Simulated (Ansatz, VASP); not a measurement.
Two plane-wave programs on Li4NbO4

```
Li Nb O
1.0
    -3.81195    3.81195    1.63010
     3.81195   -3.81195    1.63010
     3.81195    3.81195   -1.63010
Li Nb O
4 1 4
Cartesian
  0.5920 2.7501 0.0000
  -1.2644 2.6125 1.6301
  5.0763 1.1995 0.0000
  2.6125 1.2644 1.6301
  0.0000 0.0000 0.0000
  0.6077 5.7860 0.0000
  1.9740 3.2042 1.6301
  1.8379 0.6077 0.0000
  3.2042 -1.9740 1.6301
```

Alike in both runs: task single point; functional PBEsol; k mesh 10 × 10 × 10; occupations gaussian, width 0.05 eV; no spin polarisation.

|  | VASP | Ansatz |
| --- | --- | --- |
| version | VASP 6.6.1 | Ansatz 0.2.0 |
| potentials or method | VASP PAW PBE potentials, release 64 (Li_sv, Nb_sv, O), cutoff 520 eV | scalar-relativistic, plane waves, PAW |
| valence electrons in the cell | 49 | 49 |

Ansatz gave:

```
rms of the force components (eV/Å) : 1.310
```

Question: Which values does VASP return?

Answer: rms of the force components (eV/Å): 1.367.

VASP's potentials were made for PBE, not for PBEsol, and Ansatz warns of the same on its side. Atom by atom the forces differ by 0.063 eV/Å (rms over components). The functional is the same, so the differences come from potentials, cutoffs and numerics.

Noted on VASP's run: the cutoff is under 1.25 times that of the potentials, so the pressure is a little rough.
